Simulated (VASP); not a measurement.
The system is Si4O.

```
Si O
1.0
     2.64743    0.00000    0.00000
     0.00000    5.88448    0.00000
     0.00000    0.00000    5.81650
Si O
4 1
Direct
  0.50000 0.26023 0.00000
  0.50000 0.73977 0.00000
  0.00000 0.50000 0.71234
  0.00000 0.50000 0.28766
  0.00000 0.00000 0.00000
```

The cell was built from a structure type or drawn by symmetry, and may not be a known phase.

* Program: VASP 6.6.1
* Task: relaxation of cell and atoms
* Functional: PBE
* Potentials or basis: VASP PAW PBE potentials, release 64 (Si, O)
* Cutoff: 600 eV
* k mesh: 14 × 8 × 8
* Occupations: gaussian, width 0.1 eV
* Spin: no spin polarisation

At the start: pressure -0.1 GPa; volume 18.12 Å³/atom.

Question: Where does the relaxation end?

Answer: Over 32 steps the energy falls by 4.8 meV/atom and the volume is 18.21 Å³/atom (+0.5 %); space group Pmmm (No. 47, to 0.1 Å) before and after.

The path:
| step | energy change (eV) | largest force (eV/Å) | pressure (GPa) | volume (Å³) |
| --- | --- | --- | --- | --- |
| 1 | 0.0000 | 0.0157 | -0.07 | 90.61 |
| 2 | -0.0001 | 0.0154 | 0.01 | 90.51 |
| 3 | -0.0002 | 0.0233 | 0.04 | 90.46 |
| 4 | -0.0003 | 0.0205 | 0.04 | 90.45 |
| 5 | -0.0006 | 0.0154 | 0.03 | 90.43 |
| 6 | -0.0020 | 0.0478 | 0.04 | 90.39 |
| 7 | -0.0115 | 0.1844 | 0.10 | 90.28 |
| 8 | -0.0006 | 0.5177 | 0.30 | 90.01 |
| 9 | -0.0137 | 0.3003 | 0.21 | 90.19 |
| 10 | -0.0139 | 0.2729 | 0.19 | 90.22 |
| 11 | -0.0139 | 0.2738 | 0.19 | 90.22 |
| 12 | -0.0140 | 0.2767 | 0.20 | 90.22 |
| 13 | -0.0140 | 0.2826 | 0.17 | 90.21 |
| 14 | -0.0140 | 0.2945 | 0.21 | 90.21 |
| 15 | -0.0140 | 0.2888 | 0.22 | 90.21 |
| 16 | -0.0141 | 0.2875 | 0.20 | 90.22 |
| 17 | -0.0143 | 0.2846 | 0.20 | 90.22 |
| 18 | -0.0146 | 0.2781 | 0.20 | 90.23 |
| 19 | -0.0153 | 0.2652 | 0.19 | 90.26 |
| 20 | -0.0165 | 0.2395 | 0.18 | 90.30 |
| 21 | -0.0185 | 0.1872 | 0.16 | 90.40 |
| 22 | -0.0208 | 0.0869 | 0.10 | 90.59 |
| 23 | -0.0191 | 0.2559 | -0.03 | 90.96 |
| 24 | -0.0211 | 0.1380 | 0.06 | 90.70 |
| 25 | -0.0222 | 0.1075 | 0.08 | 90.76 |
| 26 | -0.0234 | 0.0299 | 0.13 | 90.93 |
| 27 | -0.0236 | 0.0166 | 0.05 | 91.03 |
| 28 | -0.0236 | 0.0083 | -0.06 | 91.17 |
| 29 | -0.0237 | 0.0107 | -0.06 | 91.15 |
| 30 | -0.0238 | 0.0175 | -0.01 | 91.08 |
| 31 | -0.0238 | 0.0187 | 0.00 | 91.06 |
| 32 | -0.0238 | 0.0094 | 0.01 | 91.05 |

Final structure:
```xyz
5
Lattice="2.6844 0.0000 0.0000 0.0000 6.0832 0.0000 0.0000 0.0000 5.5756" Properties=species:S:1:pos:R:3 pbc="T T T"
Si    1.3422    1.5298    5.5756
Si    1.3422    4.5534    5.5756
Si    0.0000    3.0416    4.0134
Si    0.0000    3.0416    1.5623
O     0.0000    0.0000    5.5756
```
